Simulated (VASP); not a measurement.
Runs of VASP 6.6.1 on ZnS. The structure is that of space group P6_3mc (No. 186), or close to it. The cells are those of the table. 

```csv
cell,gap on the mesh (eV),pressure (GPa),largest force (eV/Å)
"a = 3.673, b = 3.673, c = 6.054 Å, angles 90.0, 90.0, 120.0°, 4 atoms",3.27,10.1,0.01
"a = 3.746, b = 3.746, c = 6.156 Å, angles 90.0, 90.0, 120.0°, 4 atoms",3.01,(b),0.01
"a = 3.841, b = 3.841, c = 6.297 Å, angles 90.0, 90.0, 120.0°, 4 atoms",(a),-1.9,0.01
"a = 3.708, b = 3.708, c = 6.101 Å, angles 90.0, 90.0, 120.0°, 4 atoms",3.15,7.1,0.01
"a = 3.806, b = 3.806, c = 6.247 Å, angles 90.0, 90.0, 120.0°, 4 atoms",(c),0.1,-
```

Alike in all rows: task single point; level r2SCAN; potentials or basis VASP PAW PBE potentials, release 64 (Zn, S); no spin polarisation; k mesh 6 × 6 × 4; cutoff (eV) 520; smearing gaussian 0.01 eV.

Task: Fill in the values left out.

Result: (a) 2.66; (b) 4.1; (c) 2.79.

Caveats: the PAW data sets were made with another functional, which shifts forces and pressure a little.

